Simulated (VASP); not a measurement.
# C in VASP: notebook

C is run at these levels: PBEsol; tasks: single point.

All numbers are computed with VASP 6.6.1; they aren't measurements. Logs are shortened: lines on timing, memory, paths and dates and some standing lists are left out, and cuts for length are marked.

## 1. The cell of the first run

The cell holds a slab with vacuum, 2 atoms: a = 2.456 Å, b = 2.456 Å, c = 8.524 Å, α = 90.00°, β = 90.00°, γ = 120.00°.

## 2. Single point, PBEsol

Input file INCAR:

```
PREC = Accurate ; ENCUT = 520
EDIFF = 1E-7 ; ISMEAR = 0
SIGMA = 0.5 ; LREAL = F
LASPH = T ; NELM = 100
ALGO = Normal ; ISIF = 2
LWAVE = F ; LCHARG = T
GGA = PS ; LELF = T
LVHAR = T ; NBANDS = 11
```

Input file KPOINTS:

```
Automatic mesh
0
Gamma
  15 15 4
```

Input file POSCAR:

```
C
1.0
    2.4561700000      0.0000000000      0.0000000000
   -1.2280850000      2.1271060000      0.0000000000
    0.0000000000      0.0000000000      8.5238030000
C
2
Direct
    0.3333333333      0.6666666667      0.0000000000
    0.6666666667      0.3333333333      0.0000000000
```

Potentials or basis: VASP PAW PBE potentials, release 64 (C).

On the command line:

```sh
> cat potpaw_PBE.64/C/POTCAR > POTCAR
> mpirun -np 1 vasp_std > vasp.out
```

OUTCAR:

```text
PREC = Accurate
   ENCUT = 520
   EDIFF = 1E-7
   ISMEAR = 0
   LREAL = F
   LASPH = T
   NELM = 100
   ISIF = 2
   GGA = PS

 ion  position               nearest neighbor table
   1  0.333  0.667  0.000-   2 1.42   2 1.42   2 1.42
   2  0.667  0.333  0.000-   1 1.42   1 1.42   1 1.42

  LATTYP: Found a hexagonal cell.
 ALAT       =     2.4561700000
 C/A-ratio  =     3.4703636149

  Lattice vectors:

 A1 = (   2.4561700000,   0.0000000000,   0.0000000000)
 A2 = (  -1.2280850000,   2.1271060000,   0.0000000000)
 A3 = (   0.0000000000,   0.0000000000,   8.5238030000)

Analysis of symmetry for initial positions (statically):
=====================================================================
 Subroutine PRICEL returns:
 Original cell was already a primitive cell.

 Routine SETGRP: Setting up the symmetry group for a
 hexagonal supercell.

 Subroutine GETGRP returns: Found 24 space group operations
 (whereof 24 operations were pure point group operations)
 out of a pool of 24 trial point group operations.

The static configuration has the point symmetry D_6h.

Analysis of symmetry for dynamics (positions and initial velocities):
=====================================================================
 Subroutine PRICEL returns:
 Original cell was already a primitive cell.

 Routine SETGRP: Setting up the symmetry group for a
 hexagonal supercell.

 Subroutine GETGRP returns: Found 24 space group operations
 (whereof 24 operations were pure point group operations)
 out of a pool of 24 trial point group operations.

The dynamic configuration has the point symmetry D_6h.

 Subroutine INISYM returns: Found 24 space group operations
 (whereof 24 operations are pure point group operations),
 and found     1 'primitive' translations

----------------------------------------------------------------------------------------

                                     Primitive cell

  volume of cell :      44.5329

  direct lattice vectors                    reciprocal lattice vectors
     2.456170000  0.000000000  0.000000000     0.407137942  0.235061158  0.000000000
    -1.228085000  2.127106000  0.000000000     0.000000000  0.470122316  0.000000000
     0.000000000  0.000000000  8.523803000     0.000000000  0.000000000  0.117318526

  length of vectors
[... 81 lines left out ...]
   NELM   =    100;   NELMIN=  2; NELMDL= -5     # of ELM steps
   EDIFF  = 0.1E-06   stopping-criterion for ELM
   LREAL  =      F    real-space projection
   EDIFFG = 0.1E-05   stopping-criterion for IOM
   NSW    =      0    number of steps for IOM
   IBRION =     -1    ionic relax: 0-MD 1-quasi-New 2-CG
   NFREE  =      0    steps in history (QN), initial steepest desc. (CG)
   ISIF   =      2    stress and relaxation
   ISYM   =      2    0-nonsym 1-usesym 2-fastsym
   POTIM  = 0.5000    time-step for ionic-motion
   TEBEG  =    0.0;   TEEND  =   0.0 temperature during run
   PSTRESS=    0.0 pullay stress
   NELECT =       8.0000    total number of electrons
   NUPDOWN=      -1.0000    fix difference up-down
   EMIN   =  10.00;   EMAX   =-10.00  energy-range for DOS
   EFERMI =   0.00;   METHOD = LEGACY
   ISMEAR =     0;   SIGMA  =   0.50  broadening in eV -4-tet -1-fermi 0-gaus
   EFERMI_NEDOS =   21; number of points for ismear=-14 and -15
   IALGO  =     38    algorithm
   IMIX   =      4    mixing-type and parameters
     AMIX     =   0.40;   BMIX     =  1.00
     AMIX_MAG =   1.60;   BMIX_MAG =  1.00
  volume/ion in A,a.u.               =      22.27       150.26
  Fermi-wavevector in a.u.,A,eV,Ry     =   0.923729  1.745594 11.609511  0.853275
  Thomas-Fermi vector in A             =   2.049397
   LORBIT       =      0    0 simple, 1 ext, 2 COOP (PROOUT), +10 PAW based schemes
   GGA     = PS    functional components
   LHFCALC =     F    Hartree Fock is set to
   AEXX    =    0.0000 exact exchange contribution
   IVDW    =     0    specifies the selected vdW correction
   LEPSILON=     F    determine dielectric tensor
   LRPA    =     F    only Hartree local field effects (RPA)
 non-spin polarized calculation
 Gauss-broadening in eV      SIGMA  =   0.50
  energy-cutoff  :      520.00
  volume of cell :       44.53
 maximum number of plane-waves:      1220
   NGX =  9   NGY =  9   NGZ = 31

 number of electron       7.9999997 magnetization

 Free energy of the ion-electron system (eV)
  ---------------------------------------------------
  ext. energy  EPLUGINS =         0.00000000
  ---------------------------------------------------
  free energy    TOTEN  =       -19.28450231 eV

  energy without entropy =      -19.27918075  energy(sigma->0) =      -19.28184153

 E-fermi :  -0.7459     XC(G=0):  -4.9802

 val. band max:       -1.8424338919   @ k =   0.3333   0.2667   0.0000
 cond. band min:      -0.7446184149   @ k =   0.3333   0.3333   0.5000
 fundamental gap:      1.0978154769
 Fermi energy:        -0.7459283229

 k-point     1 :       0.0000    0.0000    0.0000
  band No.  band energies     occupation
      1     -20.3249      2.00000
      2      -8.4741      2.00000
      3      -3.7461      2.00000
      4      -3.7461      2.00000
      5       2.3557      0.00000
      6       4.7255      0.00000
      7       6.2775      0.00000
      8       7.6164      0.00000
      9       7.6164      0.00000
     10      10.8496      0.00000
     11      12.1293      0.00000
[... 309 lines left out ...]
 k-point    24 :       0.4000    0.2000    0.0000
  band No.  band energies     occupation
      1     -14.3875      2.00000
      2     -13.4784      2.00000
      3      -9.6380      2.00000
      4      -2.2630      1.99998
      5       0.5545      0.00023
      6      10.1795      0.00000
      7      10.6377      0.00000
      8      11.1261      0.00000
      9      11.3146      0.00000
     10      13.6392      0.00000
     11      14.4189      0.00000

 [... further k-points ...]
[... 5 lines left out ...]
  --------------------------------------------------------------------------------------
  -------------------------------------------------------------------------------------
  Total        0.2679309      0.2679310     -0.0102178      0.0000000      0.0000000      0.0000000
  in kB        9.6394541      9.6394576     -0.3676101      0.0000000      0.0000000      0.0000000
  external PRESSURE =       6.3037672 kB  Pullay stress =       0.0000000 kB

 VOLUME and BASIS-vectors are now :
 -----------------------------------------------------------------------------
  energy-cutoff  :      520.00
  volume of cell :       44.53
      direct lattice vectors                 reciprocal lattice vectors
     2.456170000  0.000000000  0.000000000     0.407137942  0.235061158  0.000000000
    -1.228085000  2.127106000  0.000000000     0.000000000  0.470122316  0.000000000
     0.000000000  0.000000000  8.523803000     0.000000000  0.000000000  0.117318526

 POSITION                                       TOTAL-FORCE (eV/Angst)
 -----------------------------------------------------------------------------------
     -0.00000      1.41807      0.00000         0.000000      0.000000      0.000000
      1.22809      0.70904      0.00000        -0.000000      0.000000      0.000000
 -----------------------------------------------------------------------------------
    total drift:                                0.000000     -0.000000      0.000000

  FREE ENERGIE OF THE ION-ELECTRON SYSTEM (eV)
  ---------------------------------------------------
  free  energy   TOTEN  =       -19.2845023089 eV

  energy  without entropy=      -19.2791807546  energy(sigma->0) =      -19.28184153
```

OSZICAR:

```text
N       E                     dE             d eps       ncg     rms          rms(c)
DAV:   1     0.233607577870E+02    0.23361E+02   -0.36343E+03  1806   0.583E+02
DAV:   2    -0.187968202169E+02   -0.42158E+02   -0.40035E+02  2366   0.132E+02
DAV:   3    -0.205690309349E+02   -0.17722E+01   -0.17640E+01  2236   0.268E+01
DAV:   4    -0.205862024816E+02   -0.17172E-01   -0.17163E-01  2419   0.315E+00
DAV:   5    -0.205863606207E+02   -0.15814E-03   -0.15813E-03  2295   0.261E-01    0.646E+00
DAV:   6    -0.196485536825E+02    0.93781E+00   -0.75077E-01  2083   0.498E+00    0.375E+00
DAV:   7    -0.192886687327E+02    0.35988E+00   -0.99419E-01  2119   0.572E+00    0.930E-01
DAV:   8    -0.192835203168E+02    0.51484E-02   -0.27881E-02  2116   0.975E-01    0.184E-01
DAV:   9    -0.192830369425E+02    0.48337E-03   -0.44676E-04  2143   0.137E-01    0.125E-01
DAV:  10    -0.192829615955E+02    0.75347E-04   -0.48887E-03  1885   0.289E-01    0.980E-02
DAV:  11    -0.192838190409E+02   -0.85745E-03   -0.14100E-04  1975   0.697E-02    0.387E-02
DAV:  12    -0.192844316238E+02   -0.61258E-03   -0.96606E-05  1899   0.610E-02    0.227E-02
DAV:  13    -0.192844796301E+02   -0.48006E-04   -0.21407E-06  1922   0.101E-02    0.724E-03
DAV:  14    -0.192845021100E+02   -0.22480E-04   -0.11710E-06  1919   0.602E-03    0.156E-03
DAV:  15    -0.192845022954E+02   -0.18539E-06   -0.29030E-08  2065   0.122E-03    0.922E-04
DAV:  16    -0.192845023089E+02   -0.13473E-07   -0.10052E-08  1914   0.599E-04
   1 F= -.19284502E+02 E0= -.19281842E+02  d E =-.532155E-02
```

It took 22 s on 1 thread of Intel Xeon Platinum 8488C (Sapphire Rapids), shared host; peak memory 0.16 GiB.

What came out:

```yaml
Free_energy: -19.2845 eV
Band_gap_on_the_k_mesh: zero (filled and empty bands touch)
```

Caveat: the PAW data sets were made with another functional, which shifts forces and pressure a little.

## 3. Single point, PBEsol

Input file INCAR:

```
PREC     = Accurate       # precision mode
ENCUT    = 520            # plane-wave cutoff, eV
EDIFF    = 1E-6           # SCF threshold, eV
ISMEAR   = 0              # smearing method
SIGMA    = 0.3            # smearing width, eV
LREAL    = False          # projectors in reciprocal space
LASPH    = True           # aspherical terms in the spheres
NELM     = 80             # most SCF steps
ALGO     = Normal         # electronic algorithm
ISIF     = 2              # what is computed and relaxed
LWAVE    = False          # write WAVECAR
LCHARG   = False          # write CHGCAR
GGA      = PS             # functional
NBANDS   = 11             # bands
```

KPOINTS is that of step 2.

POSCAR is that of step 2.

Potentials or basis: VASP PAW PBE potentials, release 64 (C).

On the command line:

```sh
> cat potpaw_PBE.64/C/POTCAR > POTCAR
> mpirun -np 1 vasp_std > vasp.out
```

Wall time 21 s (1 thread of Intel Xeon Platinum 8488C (Sapphire Rapids), shared host); peak memory 0.16 GiB.

Results (log left out):

* Free energy: -19.2825 eV
* Band gap on the k mesh: zero (filled and empty bands touch)

Levels at points of the mesh, in eV from the Fermi level:
```
           k point  band 1  band 2  band 3  band 4  band 5  band 6  band 7  band 8
(0.00, 0.00, 0.00)  -19.58   -7.73   -3.00   -3.00    3.10    5.47    7.02    8.36
(0.00, 0.00, 0.50)  -19.58   -7.73   -3.00   -3.00    3.83    3.90    8.36    8.36
```

Caveat: the PAW data sets were made with another functional, which shifts forces and pressure a little.

## 4. Single point, PBEsol

Input file INCAR:

```
  PREC = Accurate
  ENCUT = 520
  EDIFF = 1E-7
  ISMEAR = 0
  SIGMA = 0.2
  LREAL = F
  LASPH = T
  NELM = 60
  ALGO = Normal
  ISIF = 2
  LWAVE = F
  LCHARG = F
  GGA = PS
  NBANDS = 11
```

Input file KPOINTS:

```
regular mesh
0
Gamma
  15 15 4
```

POSCAR is that of step 3.

Potentials or basis: VASP PAW PBE potentials, release 64 (C).

On the command line:

```sh
> cat potpaw_PBE.64/C/POTCAR > POTCAR
> mpirun -np 1 vasp_std > vasp.out
```

OUTCAR:

```text
PREC = Accurate
   ENCUT = 520
   EDIFF = 1E-7
   ISMEAR = 0
   LREAL = F
   LASPH = T
   NELM = 60
   ISIF = 2
   GGA = PS

 ion  position               nearest neighbor table
   1  0.333  0.667  0.000-   2 1.42   2 1.42   2 1.42
   2  0.667  0.333  0.000-   1 1.42   1 1.42   1 1.42

  LATTYP: Found a hexagonal cell.
 ALAT       =     2.4561700000
 C/A-ratio  =     3.4703636149

  Lattice vectors:

 A1 = (   2.4561700000,   0.0000000000,   0.0000000000)
[... 510 lines left out ...]
      3      -9.6380      2.00000
      4      -2.2630      2.00000
      5       0.5545      0.00000
      6      10.1795      0.00000
      7      10.6377      0.00000
      8      11.1261      0.00000
      9      11.3146      0.00000
     10      13.6392      0.00000
     11      14.4189      0.00000

 [... further k-points ...]
[... 5 lines left out ...]
  --------------------------------------------------------------------------------------
  -------------------------------------------------------------------------------------
  Total        0.2675831      0.2675832     -0.0102176     -0.0000000      0.0000000      0.0000000
  in kB        9.6269396      9.6269431     -0.3676024     -0.0000000      0.0000000      0.0000000
  external PRESSURE =       6.2954268 kB  Pullay stress =       0.0000000 kB

 VOLUME and BASIS-vectors are now :
 -----------------------------------------------------------------------------
  energy-cutoff  :      520.00
  volume of cell :       44.53
      direct lattice vectors                 reciprocal lattice vectors
     2.456170000  0.000000000  0.000000000     0.407137942  0.235061158  0.000000000
    -1.228085000  2.127106000  0.000000000     0.000000000  0.470122316  0.000000000
     0.000000000  0.000000000  8.523803000     0.000000000  0.000000000  0.117318526

 POSITION                                       TOTAL-FORCE (eV/Angst)
 -----------------------------------------------------------------------------------
     -0.00000      1.41807      0.00000         0.000000      0.000000      0.000000
      1.22809      0.70904      0.00000        -0.000000      0.000000     -0.000000
 -----------------------------------------------------------------------------------
    total drift:                                0.000000     -0.000000      0.000000

  FREE ENERGIE OF THE ION-ELECTRON SYSTEM (eV)
  ---------------------------------------------------
  free  energy   TOTEN  =       -19.2814675190 eV

  energy  without entropy=      -19.2794615116  energy(sigma->0) =      -19.28046452
```

OSZICAR:

```text
N       E                     dE             d eps       ncg     rms          rms(c)
DAV:   1     0.233937426720E+02    0.23394E+02   -0.36343E+03  1806   0.583E+02
DAV:   2    -0.187953699493E+02   -0.42189E+02   -0.40151E+02  2366   0.132E+02
DAV:   3    -0.205659879180E+02   -0.17706E+01   -0.17628E+01  2236   0.268E+01
DAV:   4    -0.205831593705E+02   -0.17171E-01   -0.17163E-01  2419   0.315E+00
DAV:   5    -0.205833175094E+02   -0.15814E-03   -0.15813E-03  2295   0.261E-01    0.646E+00
DAV:   6    -0.196455174851E+02    0.93780E+00   -0.75075E-01  2083   0.498E+00    0.375E+00
DAV:   7    -0.192856338450E+02    0.35988E+00   -0.99418E-01  2119   0.572E+00    0.930E-01
DAV:   8    -0.192804855066E+02    0.51483E-02   -0.27881E-02  2116   0.975E-01    0.184E-01
DAV:   9    -0.192800021338E+02    0.48337E-03   -0.44676E-04  2143   0.137E-01    0.125E-01
DAV:  10    -0.192799268153E+02    0.75319E-04   -0.48886E-03  1885   0.289E-01    0.980E-02
DAV:  11    -0.192807842345E+02   -0.85742E-03   -0.14100E-04  1975   0.697E-02    0.387E-02
DAV:  12    -0.192813968347E+02   -0.61260E-03   -0.96605E-05  1899   0.610E-02    0.227E-02
DAV:  13    -0.192814448396E+02   -0.48005E-04   -0.21407E-06  1922   0.101E-02    0.724E-03
DAV:  14    -0.192814673201E+02   -0.22480E-04   -0.11711E-06  1919   0.602E-03    0.156E-03
DAV:  15    -0.192814675055E+02   -0.18538E-06   -0.29028E-08  2065   0.122E-03    0.922E-04
DAV:  16    -0.192814675190E+02   -0.13532E-07   -0.10051E-08  1914   0.599E-04
   1 F= -.19281468E+02 E0= -.19280465E+02  d E =-.200601E-02
```

stdout:

```text
POSCAR found type information on POSCAR C
 POSCAR found :  1 types and       2 ions
 scaLAPACK will be used
 -----------------------------------------------------------------------------
|                                                                             |
|                                                                             |
|     You enforced a specific xc type in the INCAR file but a different       |
|     I HOPE YOU KNOW WHAT YOU ARE DOING!                                     |
|                                                                             |
 -----------------------------------------------------------------------------

 LDA part: xc-table for (Slater+PW92), standard interpolation
 POSCAR, INCAR and KPOINTS ok, starting setup
 FFT: planning ... GRIDC
 FFT: planning ... GRID_SOFT
 FFT: planning ... GRID
 WAVECAR not read
 entering main loop
```

Wall time 22 s (1 thread of Intel Xeon Platinum 8488C (Sapphire Rapids), shared host); peak memory 0.16 GiB.

Results:

| Item | Value |
| --- | --- |
| Free energy | -19.2815 eV |
| Band gap on the k mesh | zero (filled and empty bands touch) |

Caveat: the PAW data sets were made with another functional, which shifts forces and pressure a little.

## 5. Single point, PBEsol

Input file INCAR:

```
ALGO = Normal
EDIFF = 1E-6
ENCUT = 520
GGA = PS
ISIF = 2
ISMEAR = 0
LASPH = True
LCHARG = True
LELF = True
LREAL = False
LVHAR = True
LWAVE = False
NBANDS = 11
NELM = 100
PREC = Accurate
SIGMA = 0.1
```

Input file KPOINTS:

```
k-points
0
Gamma
  15 15 4
```

POSCAR is that of step 4.

On the command line:

```sh
> cat potpaw_PBE.64/C/POTCAR > POTCAR
> mpirun -np 1 vasp_std > vasp.out
```

Run time: 21 s. Hardware: 1 thread of Intel Xeon Platinum 8488C (Sapphire Rapids), shared host; peak memory 0.16 GiB.

Results (log left out):

* Free energy: -19.2805 eV
* Band gap on the k mesh: zero (filled and empty bands touch)

Levels at points of the mesh, in eV from the Fermi level:
```csv
k point,band 1,band 2,band 3,band 4,band 5,band 6,band 7,band 8,band 9
"(0.00, 0.00, 0.00)",-19.58,-7.73,-3.00,-3.00,3.10,5.47,7.02,8.36,8.36
"(0.00, 0.00, 0.50)",-19.58,-7.73,-3.00,-3.00,3.83,3.90,8.36,8.36,9.08
```

Caveat: the PAW data sets were made with another functional, which shifts forces and pressure a little.

## 6. The runs side by side

| smearing | gap on the mesh (eV) |
| --- | --- |
| gaussian 0.5 eV | none |
| gaussian 0.3 eV | none |
| gaussian 0.2 eV | none |
| gaussian 0.1 eV | none |

Alike in all rows: task single point; level PBEsol; potentials or basis VASP PAW PBE potentials, release 64 (C); no spin polarisation; cell as given; k mesh 15 × 15 × 4; cutoff (eV) 520.

Every run on the cell as given and a fine mesh finds a metal.

Caveats: the PAW data sets were made with another functional, which shifts forces and pressure a little.

Total energies depend on the potentials used, so only differences within one code and one set of settings carry meaning.
